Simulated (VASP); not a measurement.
Wanted: the native input for a VASP 6.6.1 run.

```
Task                   : single point
Functional             : revPBE
Dispersion             : D3(BJ)
Potentials or basis    : VASP PAW PBE potentials, release 64 (B, P)
Cutoff                 : 520 eV
k mesh                 : 8 × 8 × 8
Occupations            : gaussian, width 0.01 eV
Spin                   : no spin polarisation
Dipole correction      : no
Further INCAR settings : ALGO = Normal; EDIFF = 1e-06; NBANDS = 11
```

The structure of BP lies in POSCAR:

```
BP
1.0
    0.0000000000      2.2425038953      2.2425038953
    2.2425038953      0.0000000000      2.2425038953
    2.2425038953      2.2425038953      0.0000000000
B P
1 1
Direct
    0.0000000000      0.0000000000      0.0000000000
    0.2500000000      0.2500000000      0.2500000000
```

These files were run (other wordings do the same):

INCAR

```
SYSTEM = BP
  ALGO = Normal
  EDIFF = 1E-6
  ENCUT = 520
  GGA = RE
  ISIF = 2
  ISMEAR = 0
  IVDW = 12
  LASPH = .True.
  LCHARG = .False.
  LREAL = .False.
  LWAVE = .False.
  NBANDS = 11
  NELM = 80
  PREC = Accurate
  SIGMA = 0.01
```

KPOINTS

```
k-points
0
Gamma
  8 8 8
  0 0 0
```

Potentials or basis: VASP PAW PBE potentials, release 64 (B, P).

Run with:

```console
$ cat potpaw_PBE.64/B/POTCAR potpaw_PBE.64/P/POTCAR > POTCAR
$ mpirun -np 1 vasp_std > vasp.out
```

Results of the run:

```yaml
Pressure: -0.5 GPa
Band_gap_on_the_k_mesh: 1.23 eV, indirect (least direct gap 3.45 eV)
Dispersion_energy_per_atom: -0.676 eV
```

Caveat: the PAW data sets were made with another functional, which shifts forces and pressure a little.

Wall time 2.6 s on 1 thread of Intel(R) Xeon(R) 6975P-C (Granite Rapids), with other jobs on the host, peak memory 0.14 GiB.
